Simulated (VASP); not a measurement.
Ag4CO: single point with PBEsol

The system is Ag4CO, a slab with vacuum.

```
Ag C O
1.0
     2.86690    0.00000    0.00000
    -1.43345    2.48281    0.00000
     0.00000    0.00000   27.17245
Ag C O
4 1 1
Cartesian
  1.4335 0.8276 8.5000
  0.0000 1.6552 10.8408
  0.0000 0.0000 13.1877
  1.4335 0.8276 15.4859
  1.4335 0.8276 17.5973
  1.4335 0.8276 18.7415
```

```
Program                : VASP 6.6.1
Task                   : single point
Functional             : PBEsol
Potentials or basis    : VASP PAW PBE potentials, release 64 (Ag_sv_GW, C, O)
Cutoff                 : 520 eV
k mesh                 : 12 × 12 × 1
Occupations            : gaussian, width 0.1 eV
Spin                   : no spin polarisation
Dipole correction      : yes
Further INCAR settings : ALGO = Normal; EDIFF = 1e-06; NBANDS = 52; NELMDL = -8
```

The largest force is 0.989 eV/Å. The band gap on the k mesh is zero (bands 43 and 44 overlap by 4.48 eV).

Forces on the atoms (eV/Å):
```
Ag   0.000  0.000 -0.043
Ag   0.000  0.000  0.043
Ag   0.000  0.000  0.006
Ag   0.000  0.000  0.007
C    0.000  0.000 -0.989
O    0.000  0.000  0.976
```

Levels at points of the mesh, in eV from the Fermi level:
| k point | band 40 | band 41 | band 42 | band 43 | band 44 | band 45 | band 46 | band 47 |
| --- | --- | --- | --- | --- | --- | --- | --- | --- |
| (0.00, 0.00, 0.00) | -3.38 | -3.38 | -3.04 | -3.04 | -2.98 | -0.42 | 2.92 | 4.11 |
| (0.50, 0.00, 0.00) | -2.70 | -2.32 | -0.85 | 0.21 | 1.01 | 1.45 | 2.23 | 3.24 |

Wall time 12 min on 1 thread of Intel(R) Xeon(R) Platinum 8259CL CPU @ 2.50GHz (Skylake/Cascade Lake) (shared host), peak memory 0.45 GiB.

Caveat: the PAW data sets were made with another functional, which shifts forces and pressure a little.
